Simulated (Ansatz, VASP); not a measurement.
# One calculation of ZrB2, two programs

Contents of INCAR:

```
PREC = Accurate ; ENCUT = 600
EDIFF = 1E-7 ; ISMEAR = 0
SIGMA = 0.2 ; LREAL = F
LASPH = T ; NELM = 100
ALGO = Normal ; ISIF = 3
LWAVE = F ; LCHARG = F
GGA = PE ; IBRION = 2
NSW = 80 ; EDIFFG = -0.001
```

File KPOINTS:

```
regular mesh
0
Gamma
  16 16 14
```

The input POSCAR:

```
ZrB2
1.0
    3.1700000000      0.0000000000      0.0000000000
   -1.5850000000      2.7453005300      0.0000000000
    0.0000000000      0.0000000000      3.5330000000
Zr B
1 2
Direct
    0.0000000000      0.0000000000      0.0000000000
    0.3333333333      0.6666666667      0.5000000000
    0.6666666667      0.3333333333      0.5000000000
```

Input for Ansatz:

```yaml
crystal:
  lattice:
    - [3.17, 0.0, 0.0]
    - [-1.585, 2.74530053, 0.0]
    - [0.0, 0.0, 3.533]
  atoms:
    - { symbol: Zr, position: [0.0, 0.0, 0.0] }
    - { symbol: B, position: [0.3333333333, 0.6666666667, 0.5] }
    - { symbol: B, position: [0.6666666667, 0.3333333333, 0.5] }
scf:
  occupations: { method: gaussian, width: 0.2 }
output:
  forces: true
  stress: true
  eigenvalues: true
  write_density: true
  write_potential: true
  elf: true
  volumetric_format: npy
hamiltonian:
  xc: pbe
relax:
  f_tol: 0.001
  max_steps: 60
  cell: { stress_tol: 0.03 }
kpoints:
  mp_grid: { grid: [16, 16, 14] }
```

Alike in both runs: task relaxation of cell and atoms; functional PBE; k mesh 16 × 16 × 14; occupations gaussian, width 0.2 eV; no spin polarisation.

|  | VASP | Ansatz |
| --- | --- | --- |
| version | VASP 6.6.1 | Ansatz 0.2.0 |
| potentials or method | VASP PAW PBE potentials, release 64 (Zr_sv, B) | scalar-relativistic, plane waves, PAW |
| plane-wave cutoff (eV) | 600 | 420 |
| valence electrons in the cell | 18 | 18 |

VASP gave:

```
gap on the k mesh at the Fermi level, each at its own relaxed structure (eV) : none
relaxed volume (Å³/atom)                                                     : 10.29
relaxed length of the cell vector where the two differ most in proportion (Å)              : 3.542
```

Q: Which values does Ansatz return?

A: gap on the k mesh at the Fermi level, each at its own relaxed structure (eV): none; relaxed volume (Å³/atom): 10.28; relaxed length of the cell vector where the two differ most in proportion (Å): 3.541.

A gap of «none» marks a metal or a gap that the smearing closes.
